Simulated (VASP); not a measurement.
Here is a VASP 6.6.1 calculation.

File INCAR:

```
ALGO = Normal
EDIFF = 1E-6
ENCUT = 520
GGA = PE
ISIF = 2
ISMEAR = 0
LASPH = True
LCHARG = False
LREAL = False
LWAVE = False
NBANDS = 35
NELM = 80
PREC = Accurate
SIGMA = 0.02
```

Contents of KPOINTS:

```
k-points
0
Gamma
  6 6 8
```

File POSCAR:

```
SnO2
1.0
    4.8633942783      0.0000000000      0.0000000000
    0.0000000000      4.8633942783      0.0000000000
    0.0000000000      0.0000000000      3.1410076823
Sn O
2 4
Direct
    0.5000000000      0.5000000000      0.5000000000
    0.0000000000      0.0000000000      0.0000000000
    0.1938283070      0.8061716930      0.5000000000
    0.8061716930      0.1938283070      0.5000000000
    0.3061716930      0.3061716930      0.0000000000
    0.6938283070      0.6938283070      0.0000000000
```

Potentials or basis: VASP PAW PBE potentials, release 64 (Sn_d, O).

Launch:

```sh
$ cat potpaw_PBE.64/Sn_d/POTCAR potpaw_PBE.64/O/POTCAR > POTCAR
$ mpirun -np 1 vasp_std > vasp.out
```

(1) Estimate the band gap on the k mesh.

(2) Estimate the largest force.

(3) Estimate the pressure.

Answers

(1) 0.97 eV.

(2) 0.124 eV/Å.

(3) 5.2 GPa.

Caveat: the cell differs from its parent crystal (uniaxial strain along c: -3.0 %); the cell stands under pressure; spin-orbit coupling is left out, which moves the levels of the heavy elements.
